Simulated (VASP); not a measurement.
Here is a VASP 6.6.1 calculation.

The input INCAR:

```
PREC = Accurate
ENCUT = 520
EDIFF = 1E-6
ISMEAR = 0
SIGMA = 0.1
LREAL = False
LASPH = True
NELM = 60
ALGO = Normal
ISIF = 2
LWAVE = False
LCHARG = False
GGA = PE
NBANDS = 64
```

The input KPOINTS:

```
regular mesh
0
Gamma
  12 12 4
```

POSCAR

```
Ti5WN6
1.0
    2.9971225943      0.0000000000      0.0000000000
   -1.4985612972      2.5955843049      0.0000000000
    0.0000000000      0.0000000000     14.9317810000
Ti W N
5 1 6
Direct
    0.6666666667      0.3333333333      0.6730170000
    0.3333333333      0.6666666667      0.3269830000
    0.6666666667      0.3333333333      0.1645830000
    0.0000000000      0.0000000000      0.0000000000
    0.3333333333      0.6666666667      0.8354170000
    0.0000000000      0.0000000000      0.5000000000
    0.3333333333      0.6666666667      0.5885240000
    0.6666666667      0.3333333333      0.4114760000
    0.0000000000      0.0000000000      0.2475420000
    0.3333333333      0.6666666667      0.0819880000
    0.6666666667      0.3333333333      0.9180120000
    0.0000000000      0.0000000000      0.7524580000
```

Potentials or basis: VASP PAW PBE potentials, release 64 (Ti_sv, W_sv, N).

Launch:

```sh
$ cat potpaw_PBE.64/Ti_sv/POTCAR potpaw_PBE.64/W_sv/POTCAR potpaw_PBE.64/N/POTCAR > POTCAR
$ mpirun -np 1 vasp_std > vasp.out
```

Question: What does it give for the pressure?

Answer: 0.6 GPa.

Question: Estimate the band gap on the k mesh.

Answer: Zero (band 52 reaches 12.41 eV, above the bottom of band 53 at 11.25 eV).

Question: Predict the largest force.

Answer: 0.024 eV/Å.

Stress tensor (GPa, compression positive):
```
0.67 0.00 0.00
0.00 0.67 0.00
0.00 0.00 0.57
```

Caveat: spin-orbit coupling is left out, which moves the levels of the heavy elements.
